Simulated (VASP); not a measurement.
A run of VASP 6.6.1 is set up as follows.

The input INCAR:

```
ALGO = Normal
EDIFF = 1E-7
EDIFFG = -0.08
ENCUT = 520
IBRION = 2
ISIF = 2
ISMEAR = -1
ISPIN = 2
LASPH = True
LCHARG = False
LORBIT = 11
LREAL = Auto
LWAVE = False
MAGMOM = 0 0 0 0 0 0 0 0 0 0 0 0 0 0 0 0 1
NELM = 150
NSW = 45
PREC = Accurate
SIGMA = 0.05
```

Contents of KPOINTS:

```
k-points
0
Gamma
  2 2 2
```

The input POSCAR:

```
Mg8HO8
1.0
    0.0000000000      3.8760000000      3.8760000000
    3.8760000000      0.0000000000      3.8760000000
    3.8760000000      3.8760000000      0.0000000000
Mg O H
8 8 1
Direct
    0.0000000000      0.0000000000      0.0000000000
    0.0000000000      0.0000000000      0.5000000000
    0.0000000000      0.5000000000      0.0000000000
    0.0000000000      0.5000000000      0.5000000000
    0.5000000000      0.0000000000      0.0000000000
    0.5000000000      0.0000000000      0.5000000000
    0.5000000000      0.5000000000      0.0000000000
    0.5000000000      0.5000000000      0.5000000000
    0.2500000000      0.2500000000      0.2500000000
    0.2500000000      0.2500000000      0.7500000000
    0.2500000000      0.7500000000      0.2500000000
    0.2500000000      0.7500000000      0.7500000000
    0.7500000000      0.2500000000      0.2500000000
    0.7500000000      0.2500000000      0.7500000000
    0.7500000000      0.7500000000      0.2500000000
    0.7500000000      0.7500000000      0.7500000000
    0.1158468000      0.1249540000      0.6390057000
```

Potentials or basis: VASP PAW LDA potentials, release 64 (Mg, O, H).

The run is started by

```bash
$ cat potpaw_LDA.64/Mg/POTCAR potpaw_LDA.64/O/POTCAR potpaw_LDA.64/H/POTCAR > POTCAR
$ mpirun -np 1 vasp_std > vasp.out
```

(1) Estimate the site moments.

(2) Predict the energy gained by relaxing.

(3) Estimate the net moment.

Results:

(1) Mg +0.01, +0.00 (each value once); O +0.07, +0.08, -0.00 (each value once); H +0.23 μB.

(2) 19.6 meV/atom.

(3) 0.75 μB per cell.

Caveat: the k points lie up to 0.70 Å⁻¹ apart.
